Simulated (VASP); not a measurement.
A run of VASP 6.6.1:

The input INCAR:

```
PREC = Accurate
ENCUT = 520
EDIFF = 1E-6
ISMEAR = 0
SIGMA = 0.05
LREAL = Auto
LASPH = True
NELM = 80
ALGO = Normal
ISIF = 2
LWAVE = False
LCHARG = True
GGA = PE
LELF = True
LVHAR = True
NBANDS = 20
```

File KPOINTS:

```
regular mesh
0
Gamma
  4 4 4
```

The input POSCAR:

```
H
1.0
    0.0000000000      5.1157026800      4.4228899490
    0.0000000000     -5.1157026800      4.4228899490
    5.4429556930      0.0000000000     -4.4228899490
H
15
Direct
    0.5096390447     -0.0731775320      0.5000000000
    0.5560130878      0.5084844031     -0.0041869749
    0.0602000627      0.0126713780      0.0041869749
    0.3945936617      0.5030674598      0.5000000000
    0.9996400597      0.9656480438      0.5000000000
    0.9670280053      0.4266097311     -0.0387535382
    0.5057815435      0.9653632693      0.0387535382
    0.2556273224      0.4947795513      0.5000000000
   -0.0150672483      0.0736800979      0.5000000000
    0.0122430311      0.5562271843      0.0120007770
    0.5002422541      0.0442264073     -0.0120007770
    1.1164902312      0.4861441739      0.5000000000
    0.4635439212      1.0215472510      0.5000000000
    0.4424852969      0.4878370760     -0.0069090557
    0.9493943525      0.9947461317      0.0069090557
```

Potentials or basis: VASP PAW PBE potentials, release 64 (H).

The run is started by

```console
$ cat potpaw_PBE.64/H/POTCAR > POTCAR
$ mpirun -np 1 vasp_std > vasp.out
```

Hardware: 1 thread of Intel(R) Xeon(R) Platinum 8259CL CPU @ 2.50GHz (Skylake/Cascade Lake), on a shared host.

Question: Estimate the wall time of this run.

Answer: Run time: 3.5 min on 1 thread of Intel(R) Xeon(R) Platinum 8259CL CPU @ 2.50GHz (Skylake/Cascade Lake) (shared host), peak memory 0.36 GiB. Counts: scf iterations 14, k points 24.
